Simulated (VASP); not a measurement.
# NaI (I4/mmm) in VASP: further runs, part 3 of 3

VASP 6.6.1. The steps go on from the part before.

### 4 Single point, PBE

This run uses another cell than the first one, of the same volume but with other edges.

The input, INCAR:

```
SYSTEM = NaI
ALGO = Normal
EDIFF = 1E-7
ENCUT = 520
GGA = PE
ISIF = 2
ISMEAR = 0
LASPH = .True.
LCHARG = .True.
LELF = .True.
LREAL = .False.
LVHAR = .True.
LWAVE = .False.
NBANDS = 14
NELM = 80
PREC = Accurate
SIGMA = 0.05
```

The input, KPOINTS:

```
k-points
0
Gamma
  8 8 8
  0 0 0
```

The input, POSCAR:

```
NaI
1.0
    0.0000000000      3.5158525921      2.7423650218
    3.5158525921      0.0000000000      2.7423650218
    3.5158525921      3.5158525921      0.0000000000
Na I
1 1
Direct
    0.0000000000      0.0000000000      0.0000000000
    0.5000000000      0.5000000000      0.5000000000
```

Potentials or basis: VASP PAW PBE potentials, release 64 (Na_pv, I).

Started as:

```console
> cat potpaw_PBE.64/Na_pv/POTCAR potpaw_PBE.64/I/POTCAR > POTCAR
> mpirun -np 1 vasp_std > vasp.out
```

OUTCAR:

```text
SYSTEM = NaI
   EDIFF = 1E-7
   ENCUT = 520
   GGA = PE
   ISIF = 2
   ISMEAR = 0
   LASPH = .True.
   LREAL = .False.
   NELM = 80
   PREC = Accurate

 ion  position               nearest neighbor table
   1  0.000  0.000  0.000-   2 2.74   2 2.74
   2  0.500  0.500  0.500-   1 2.74   1 2.74

  LATTYP: Found a body centered tetragonal cell.
 ALAT       =     4.9721664191
 C/A-ratio  =     1.1030865786

  Lattice vectors:

 A1 = (   0.0000000000,  -3.5158525921,  -2.7423650218)
 A2 = (   0.0000000000,   3.5158525921,  -2.7423650218)
 A3 = (   3.5158525921,   0.0000000000,   2.7423650218)

Analysis of symmetry for initial positions (statically):
=====================================================================
 Subroutine PRICEL returns:
 Original cell was already a primitive cell.

 Routine SETGRP: Setting up the symmetry group for a
 body centered tetragonal supercell.

 Subroutine GETGRP returns: Found 16 space group operations
 (whereof 16 operations were pure point group operations)
 out of a pool of 16 trial point group operations.

The static configuration has the point symmetry D_4h.

Analysis of symmetry for dynamics (positions and initial velocities):
=====================================================================
 Subroutine PRICEL returns:
 Original cell was already a primitive cell.

 Routine SETGRP: Setting up the symmetry group for a
 body centered tetragonal supercell.

 Subroutine GETGRP returns: Found 16 space group operations
 (whereof 16 operations were pure point group operations)
 out of a pool of 16 trial point group operations.

The dynamic configuration has the point symmetry D_4h.

 Subroutine INISYM returns: Found 16 space group operations
 (whereof 16 operations are pure point group operations),
 and found     1 'primitive' translations

----------------------------------------------------------------------------------------

                                     Primitive cell

[... 120 lines left out ...]
   LRPA    =     F    only Hartree local field effects (RPA)
 non-spin polarized calculation
 Gauss-broadening in eV      SIGMA  =   0.05
  energy-cutoff  :      520.00
  volume of cell :       67.80
 maximum number of plane-waves:      1842
 NGX is ok and might be reduce to    36

 number of electron      14.0000005 magnetization

 Free energy of the ion-electron system (eV)
  ---------------------------------------------------
  ext. energy  EPLUGINS =         0.00000000
  ---------------------------------------------------
  free energy    TOTEN  =        -5.05411156 eV

  energy without entropy =       -5.05411156  energy(sigma->0) =       -5.05411156

 E-fermi :   1.1597     XC(G=0):  -7.6290

 val. band max:        0.8718943325   @ k =   0.0000   0.0000   0.0000
 cond. band min:       4.5198621682   @ k =   0.0000   0.0000   0.0000
 fundamental gap:      3.6479678357
 Fermi energy:         1.1596780196

 k-point     1 :       0.0000    0.0000    0.0000
  band No.  band energies     occupation
      1     -21.5847      2.00000
      2     -21.5687      2.00000
      3     -21.5687      2.00000
      4     -10.3023      2.00000
      5       0.4825      2.00000
      6       0.8719      2.00000
      7       0.8719      2.00000
      8       4.5199      0.00000
      9       8.5025      0.00000
     10       8.5026      0.00000
     11       9.2285      0.00000
     12      10.0438      0.00000
     13      11.2476      0.00000
     14      11.2484      0.00000
[... 377 lines left out ...]
      1     -21.5878      2.00000
      2     -21.5705      2.00000
      3     -21.5695      2.00000
      4     -10.0506      2.00000
      5      -0.9170      2.00000
      6       0.2657      2.00000
      7       0.5161      2.00000
      8       6.2570      0.00000
      9       7.6132      0.00000
     10       8.2467      0.00000
     11       9.6575      0.00000
     12      11.1304      0.00000
     13      11.6898      0.00000
     14      12.7617      0.00000

 [... further k-points ...]

------------------------ aborting loop because EDIFF is reached ----------------------------------------

  FORCE on cell =-STRESS in cart. coord.  units (eV):
  Direction    XX          YY          ZZ          XY          YZ          ZX
  --------------------------------------------------------------------------------------
  -------------------------------------------------------------------------------------
  Total       -0.1772398     -0.1772398      4.8056406      0.0000000     -0.0000000     -0.0000000
  in kB       -4.1884684     -4.1884684    113.5652069      0.0000000     -0.0000000     -0.0000000
  external PRESSURE =      35.0627567 kB  Pullay stress =       0.0000000 kB

 VOLUME and BASIS-vectors are now :
 -----------------------------------------------------------------------------
  energy-cutoff  :      520.00
  volume of cell :       67.80
      direct lattice vectors                 reciprocal lattice vectors
     0.000000000  3.515852592  2.742365022    -0.142213016  0.142213016  0.182324379
     3.515852592  0.000000000  2.742365022     0.142213016 -0.142213016  0.182324379
     3.515852592  3.515852592  0.000000000     0.142213016  0.142213016 -0.182324379

 POSITION                                       TOTAL-FORCE (eV/Angst)
 -----------------------------------------------------------------------------------
      0.00000      0.00000      0.00000        -0.000000     -0.000000      0.000000
      3.51585      3.51585      2.74237         0.000000      0.000000      0.000000
 -----------------------------------------------------------------------------------
    total drift:                                0.000000      0.000000      0.000000

  FREE ENERGIE OF THE ION-ELECTRON SYSTEM (eV)
  ---------------------------------------------------
  free  energy   TOTEN  =        -5.0541115615 eV

  energy  without entropy=       -5.0541115615  energy(sigma->0) =       -5.05411156
```

OSZICAR:

```text
N       E                     dE             d eps       ncg     rms          rms(c)
DAV:   1     0.846268841747E+02    0.84627E+02   -0.65109E+03  1660   0.892E+02
DAV:   2     0.148492950833E+01   -0.83142E+02   -0.76824E+02  1756   0.220E+02
DAV:   3    -0.499172670044E+01   -0.64767E+01   -0.64403E+01  2162   0.606E+01
DAV:   4    -0.514172577702E+01   -0.15000E+00   -0.14997E+00  2082   0.955E+00
DAV:   5    -0.514553643641E+01   -0.38107E-02   -0.38106E-02  2278   0.146E+00    0.176E+00
DAV:   6    -0.506382545051E+01    0.81711E-01   -0.89320E-02  2068   0.162E+00    0.121E+00
DAV:   7    -0.505095358468E+01    0.12872E-01   -0.81726E-02  2082   0.147E+00    0.695E-01
DAV:   8    -0.505417339774E+01   -0.32198E-02   -0.66008E-03  1856   0.604E-01    0.203E-01
DAV:   9    -0.505406711303E+01    0.10628E-03   -0.25730E-04  2054   0.141E-01    0.416E-02
DAV:  10    -0.505410630923E+01   -0.39196E-04   -0.68442E-05  2036   0.716E-02    0.102E-02
DAV:  11    -0.505411076691E+01   -0.44577E-05   -0.70421E-06  2042   0.216E-02    0.316E-03
DAV:  12    -0.505411153244E+01   -0.76552E-06   -0.12009E-06  1964   0.826E-03    0.172E-03
DAV:  13    -0.505411156147E+01   -0.29028E-07   -0.13834E-07  2078   0.216E-03
   1 F= -.50541116E+01 E0= -.50541116E+01  d E =-.452040E-18
```

stdout:

```text
POSCAR found type information on POSCAR NaI
 POSCAR found :  2 types and       2 ions
 scaLAPACK will be used
 LDA part: xc-table for (Slater+PW92), standard interpolation
 POSCAR, INCAR and KPOINTS ok, starting setup
 FFT: planning ... GRIDC
 FFT: planning ... GRID_SOFT
 FFT: planning ... GRID
 WAVECAR not read
 entering main loop
```

It took 56 s on 1 thread of Intel Xeon Platinum 8259CL at 2.50GHz (Skylake/Cascade Lake), shared host; peak memory 0.24 GiB.

Results:

| Quantity | Value |
| --- | --- |
| Free energy | -5.0541 eV |
| Pressure | 3.5 GPa |
| Band gap on the k mesh | 3.65 eV, direct |

Caveat: spin-orbit coupling is left out, which moves the levels of the heavy elements.

### 5 Single point, PBE

This run uses another cell than the first one, of the same volume but with other edges.

The input, INCAR:

```
SYSTEM = NaI
PREC = Accurate
ENCUT = 520
EDIFF = 1E-7
ISMEAR = 0
SIGMA = 0.05
LREAL = .FALSE.
LASPH = .TRUE.
NELM = 80
ALGO = Normal
ISIF = 2
LWAVE = .FALSE.
LCHARG = .FALSE.
GGA = PE
NBANDS = 14
```

The input, KPOINTS:

```
regular mesh
0
G
  8 8 8
  0 0 0
```

The input, POSCAR:

```
NaI
1.0
    0.0000000000      3.3276138002      3.0614046961
    3.3276138002      0.0000000000      3.0614046961
    3.3276138002      3.3276138002      0.0000000000
Na I
1 1
Direct
    0.0000000000      0.0000000000      0.0000000000
    0.5000000000      0.5000000000      0.5000000000
```

Potentials or basis: VASP PAW PBE potentials, release 64 (Na_pv, I).

Started as:

```console
> cat potpaw_PBE.64/Na_pv/POTCAR potpaw_PBE.64/I/POTCAR > POTCAR
> mpirun -np 1 vasp_std > vasp.out
```

OUTCAR:

```text
SYSTEM = NaI
   PREC = Accurate
   ENCUT = 520
   EDIFF = 1E-7
   ISMEAR = 0
   LREAL = .FALSE.
   LASPH = .TRUE.
   NELM = 80
   ISIF = 2
   GGA = PE

 ion  position               nearest neighbor table
   1  0.000  0.000  0.000-   2 3.06   2 3.06
   2  0.500  0.500  0.500-   1 3.06   1 3.06

  LATTYP: Found a body centered tetragonal cell.
 ALAT       =     4.7059565666
 C/A-ratio  =     1.3010764773

  Lattice vectors:

 A1 = (   0.0000000000,  -3.3276138002,  -3.0614046961)
[... 595 lines left out ...]
------------------------ aborting loop because EDIFF is reached ----------------------------------------

  FORCE on cell =-STRESS in cart. coord.  units (eV):
  Direction    XX          YY          ZZ          XY          YZ          ZX
  --------------------------------------------------------------------------------------
  -------------------------------------------------------------------------------------
  Total       -0.0451276     -0.0451276      1.0198502      0.0000000      0.0000000     -0.0000000
  in kB       -1.0664393     -1.0664393     24.1007412      0.0000000      0.0000000     -0.0000000
  external PRESSURE =       7.3226209 kB  Pullay stress =       0.0000000 kB

 VOLUME and BASIS-vectors are now :
 -----------------------------------------------------------------------------
  energy-cutoff  :      520.00
  volume of cell :       67.80
      direct lattice vectors                 reciprocal lattice vectors
     0.000000000  3.327613800  3.061404696    -0.150257821  0.150257821  0.163323719
     3.327613800  0.000000000  3.061404696     0.150257821 -0.150257821  0.163323719
     3.327613800  3.327613800  0.000000000     0.150257821  0.150257821 -0.163323719

 POSITION                                       TOTAL-FORCE (eV/Angst)
 -----------------------------------------------------------------------------------
      0.00000      0.00000      0.00000        -0.000000     -0.000000      0.000000
      3.32761      3.32761      3.06140         0.000000      0.000000     -0.000000
 -----------------------------------------------------------------------------------
    total drift:                                0.000000      0.000000      0.000000

  FREE ENERGIE OF THE ION-ELECTRON SYSTEM (eV)
  ---------------------------------------------------
  free  energy   TOTEN  =        -5.3572170518 eV

  energy  without entropy=       -5.3572170518  energy(sigma->0) =       -5.35721705
```

OSZICAR:

```text
N       E                     dE             d eps       ncg     rms          rms(c)
DAV:   1     0.822228406786E+02    0.82223E+02   -0.66283E+03  1652   0.890E+02
DAV:   2     0.116752010706E+01   -0.81055E+02   -0.75955E+02  1754   0.217E+02
DAV:   3    -0.526558929028E+01   -0.64331E+01   -0.63933E+01  2120   0.603E+01
DAV:   4    -0.542214531482E+01   -0.15656E+00   -0.15651E+00  2028   0.970E+00
DAV:   5    -0.542688710561E+01   -0.47418E-02   -0.47417E-02  2208   0.171E+00    0.165E+00
DAV:   6    -0.536400553457E+01    0.62882E-01   -0.72845E-02  1976   0.155E+00    0.111E+00
DAV:   7    -0.535503908016E+01    0.89665E-02   -0.66890E-02  2012   0.133E+00    0.616E-01
DAV:   8    -0.535724235250E+01   -0.22033E-02   -0.54109E-03  1928   0.579E-01    0.172E-01
DAV:   9    -0.535719990943E+01    0.42443E-04   -0.20317E-04  1988   0.125E-01    0.403E-02
DAV:  10    -0.535721550335E+01   -0.15594E-04   -0.39833E-05  2078   0.619E-02    0.109E-02
DAV:  11    -0.535721664497E+01   -0.11416E-05   -0.44334E-06  2132   0.202E-02    0.195E-03
DAV:  12    -0.535721702344E+01   -0.37847E-06   -0.66653E-07  1958   0.547E-03    0.146E-03
DAV:  13    -0.535721705181E+01   -0.28368E-07   -0.18482E-08  1772   0.127E-03
   1 F= -.53572171E+01 E0= -.53572171E+01  d E =-.991747E-15
```

It took 48 s on 1 thread of Intel Xeon Platinum 8259CL at 2.50GHz (Skylake/Cascade Lake), shared host; peak memory 0.23 GiB.

Results:

```yaml
Free_energy: -5.3572 eV
Pressure: 0.7 GPa
Band_gap_on_the_k_mesh: 3.62 eV, direct
```

Caveat: spin-orbit coupling is left out, which moves the levels of the heavy elements.

### 6 Overview

| cell | gap on the mesh (eV) | pressure (GPa) |
| --- | --- | --- |
| a = 4.449, b = 4.449, c = 5.138 Å, angles 54.7, 54.7, 70.5°, 2 atoms | 3.71 | 7.0 |
| a = 4.757, b = 4.757, c = 4.307 Å, angles 63.1, 63.1, 53.8°, 2 atoms | 3.72 | 1.7 |
| a = 4.459, b = 4.459, c = 4.972 Å, angles 56.1, 56.1, 67.8°, 2 atoms | 3.65 | 3.5 |
| a = 4.522, b = 4.522, c = 4.706 Å, angles 58.6, 58.6, 62.7°, 2 atoms | 3.62 | 0.7 |

Alike in all rows: task single point; level PBE; potentials or basis VASP PAW PBE potentials, release 64 (Na_pv, I); no spin polarisation; k mesh 8 × 8 × 8; cutoff (eV) 520; smearing gaussian 0.05 eV.

Caveats: spin-orbit coupling is left out, which moves the levels of the heavy elements.

Absolute energies hang on the potentials; compare differences alone.
